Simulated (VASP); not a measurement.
Runs of VASP 6.6.1 on Ag. The structure is that of space group Fmmm (No. 69), or close to it. The cells are those of the table. 

| cell | gap on the mesh (eV) | pressure (GPa) |
| --- | --- | --- |
| a = 2.726, b = 3.013, c = 3.013 Å, angles 113.3, 109.5, 109.5°, 1 atom | none | (a) |
| a = 2.976, b = 2.761, c = 2.761 Å, angles 106.3, 109.5, 109.5°, 1 atom | none | 0.5 |
| a = 2.958, b = 2.779, c = 2.779 Å, angles 106.9, 109.5, 109.5°, 1 atom | none | 0.1 |
| a = 2.994, b = 2.744, c = 2.744 Å, angles 105.8, 109.5, 109.5°, 1 atom | none | 1.1 |

Alike in all rows: task single point; level PBE; potentials or basis VASP PAW PBE potentials, release 64 (Ag); no spin polarisation; k mesh 20 × 20 × 20; cutoff (eV) 520; smearing gaussian 0.15 eV.

Estimate the missing entries.

(a) 1.7.

A k mesh can miss the band edges, and the runs leave out spin-orbit coupling on Ag.

A gap of «none» marks levels without a gap at the run's occupations.
